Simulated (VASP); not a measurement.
Write the native input for VASP 6.6.1 that does the following.

```yaml
Task: single point
Functional: r2SCAN
Potentials_or_basis: VASP PAW PBE potentials, release 64 (La)
Cutoff: 520 eV
k_mesh: 9 × 9 × 1
Occupations: gaussian, width 0.1 eV
Spin: no spin polarisation
Dipole_correction: yes
Further_INCAR_settings: ALGO = Normal; EDIFF = 1e-06; NBANDS = 54
```

The system is La, a slab with vacuum.

```
La
1.0
     3.78255    0.00000    0.00000
    -1.89127    3.27578    0.00000
     0.00000    0.00000   36.06763
La
8
Direct
  0.33333 0.66667 0.21106
  0.00000 0.00000 0.28989
  0.66667 0.33333 0.37590
  0.00000 0.00000 0.45671
  0.33333 0.66667 0.54273
  0.00000 0.00000 0.62343
  0.66667 0.33333 0.71021
  0.00000 0.00000 0.79007
```

The input as run:

POSCAR

```
La
1.0
    3.7825490763      0.0000000000      0.0000000000
   -1.8912745382      3.2757835912      0.0000000000
    0.0000000000      0.0000000000     36.0676348513
La
8
Direct
    0.3333333333      0.6666666667      0.2110648945
    0.0000000000      0.0000000000      0.2898916535
    0.6666666667      0.3333333333      0.3758978043
    0.0000000000      0.0000000000      0.4567102288
    0.3333333333      0.6666666667      0.5427271389
    0.0000000000      0.0000000000      0.6234290933
    0.6666666667      0.3333333333      0.7102053656
    0.0000000000      0.0000000000      0.7900738211
```

INCAR.step1

```
SYSTEM = La
PREC = Accurate
ENCUT = 520
ISMEAR = 0
SIGMA = 0.1
LREAL = .False.
LASPH = .True.
NELM = 80
LDIPOL = .True.
IDIPOL = 3
DIPOL = 0.5 0.5 0.500
NBANDS = 54
GGA = PE
ALGO = Normal
EDIFF = 1E-4
LWAVE = .True.
LCHARG = .False.
```

INCAR.step2

```
SYSTEM = La
PREC = Accurate
ENCUT = 520
EDIFF = 1E-6
ISMEAR = 0
SIGMA = 0.1
LREAL = .False.
LASPH = .True.
NELM = 80
ALGO = Normal
ISIF = 2
LWAVE = .False.
LCHARG = .True.
LDIPOL = .True.
IDIPOL = 3
DIPOL = 0.5 0.5 0.500
METAGGA = R2SCAN
LMIXTAU = .True.
LELF = .True.
LVHAR = .True.
LVACPOTAV = .True.
NBANDS = 54
ISTART = 1
```

KPOINTS

```
regular mesh
0
Gamma
  9 9 1
  0 0 0
```

Potentials or basis: VASP PAW PBE potentials, release 64 (La).

The run is started by

```sh
$ cat potpaw_PBE.64/La/POTCAR > POTCAR
$ cp INCAR.step1 INCAR
$ mpirun -np 1 vasp_std > vasp.out
$ cp INCAR.step2 INCAR
$ mpirun -np 1 vasp_std > vasp.out
```

It gave:

| Property | Result |
| --- | --- |
| Largest force | 0.008 eV/Å |
| Band gap on the k mesh | zero (bands 44 and 45 overlap by 1.07 eV) |

Caveat: the PAW data sets were made with another functional, which shifts forces and pressure a little; spin-orbit coupling is left out, which moves the levels of the heavy elements.

It took 85 min on 1 thread of Intel(R) Xeon(R) 6975P-C (Granite Rapids) (shared host), peak memory 0.67 GiB.
